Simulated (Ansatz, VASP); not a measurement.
# Cd in VASP and in Ansatz

The input INCAR:

```
ALGO = Normal
EDIFF = 1E-6
ENCUT = 520
GGA = PE
ISIF = 2
ISMEAR = -1
LASPH = T
LCHARG = T
LELF = T
LREAL = F
LVHAR = T
LWAVE = F
NBANDS = 12
NELM = 80
PREC = Accurate
SIGMA = 0.03
```

The input KPOINTS:

```
k-points
0
Gamma
  14 14 14
```

File POSCAR:

```
Cd
1.0
    0.0000000000      2.2268005103      2.2268005103
    2.2268005103      0.0000000000      2.2268005103
    2.2268005103      2.2268005103      0.0000000000
Cd
1
Direct
    0.0000000000      0.0000000000      0.0000000000
```

Input for Ansatz:

```yaml
crystal:
  lattice:
    - [0.0, 2.2268005103, 2.2268005103]
    - [2.2268005103, 0.0, 2.2268005103]
    - [2.2268005103, 2.2268005103, 0.0]
  atoms:
    - { symbol: Cd, position: [0.0, 0.0, 0.0] }
kpoints:
  mp_grid: { grid: [14, 14, 14] }
scf:
  occupations: { method: fermi_dirac, width: 0.03 }
hamiltonian:
  xc: pbe
  pseudopotentials: { kind: all_electron, lapw: { basis_error: 0.001 } }
output:
  forces: true
  stress: true
  eigenvalues: true
```

Change from the starting cell: volume scaled by 0.97.

Alike in both runs: task single point; functional PBE; k mesh 14 × 14 × 14; occupations fermi-dirac, width 0.03 eV; no spin polarisation.

|  | VASP | Ansatz |
| --- | --- | --- |
| version | VASP 6.6.1 | Ansatz 0.2.0 |
| potentials or method | VASP PAW PBE potentials, release 64 (Cd), cutoff 520 eV | all-electron LAPW, scalar-relativistic |

VASP gave:

| Item | Value |
| --- | --- |
| pressure (GPa) | 1.7 |

Which values does Ansatz return?

Pressure (GPa): 1.5.

Ansatz ran all-electron here, and VASP with PAW potentials.
